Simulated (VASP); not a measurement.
A run of VASP 6.6.1 is set up as follows.

POSCAR

```
HfO2
1.0
    4.9386123112      0.0000000000      0.0000000000
    0.0000000000      4.9386123112      0.0000000000
    0.0000000000      0.0000000000      3.2887146594
Hf O
2 4
Direct
    0.0000000000      0.0000000000      0.0000000000
    0.5000000000      0.5000000000      0.5000000000
    0.1949600000      0.8050400000      0.5000000000
    0.3050400000      0.3050400000      0.0000000000
    0.6949600000      0.6949600000      0.0000000000
    0.8050400000      0.1949600000      0.5000000000
```

The input INCAR.step1:

```
PREC = Accurate
ENCUT = 520
ISMEAR = 0
SIGMA = 0.01
LREAL = F
LASPH = T
NELM = 100
NBANDS = 31
GGA = PE
ALGO = Normal
EDIFF = 1E-4
LWAVE = T
LCHARG = F
```

The input INCAR.step2:

```
PREC = Accurate
ENCUT = 520
EDIFF = 1E-7
ISMEAR = 0
SIGMA = 0.01
LREAL = F
LASPH = T
NELM = 100
ALGO = Normal
ISIF = 2
LWAVE = F
LCHARG = T
METAGGA = R2SCAN
LMIXTAU = T
LELF = T
LVHAR = T
NBANDS = 31
ISTART = 1
```

Contents of KPOINTS:

```
Automatic mesh
0
Gamma
  4 4 6
```

Potentials or basis: VASP PAW PBE potentials, release 64 (Hf_pv, O).

Run with:

```sh
$ cat potpaw_PBE.64/Hf_pv/POTCAR potpaw_PBE.64/O/POTCAR > POTCAR
$ cp INCAR.step1 INCAR
$ mpirun -np 1 vasp_std > vasp.out
$ cp INCAR.step2 INCAR
$ mpirun -np 1 vasp_std > vasp.out
```

Problem. Estimate the pressure.

Solution. -15.6 GPa.

Problem. Estimate the band gap on the k mesh.

Solution. 4.22 eV, direct.

Forces on the atoms (eV/Å):
```
Hf   0.000  0.000  0.000
Hf   0.000  0.000  0.000
O   -0.174  0.174  0.000
O    0.174  0.174  0.000
O   -0.174 -0.174  0.000
O    0.174 -0.174  0.000
```

Caveat: the PAW data sets were made with another functional, which shifts forces and pressure a little; spin-orbit coupling is left out, which moves the levels of the heavy elements. r2SCAN opens gaps a little over a GGA but as a rule still falls short of measured ones.
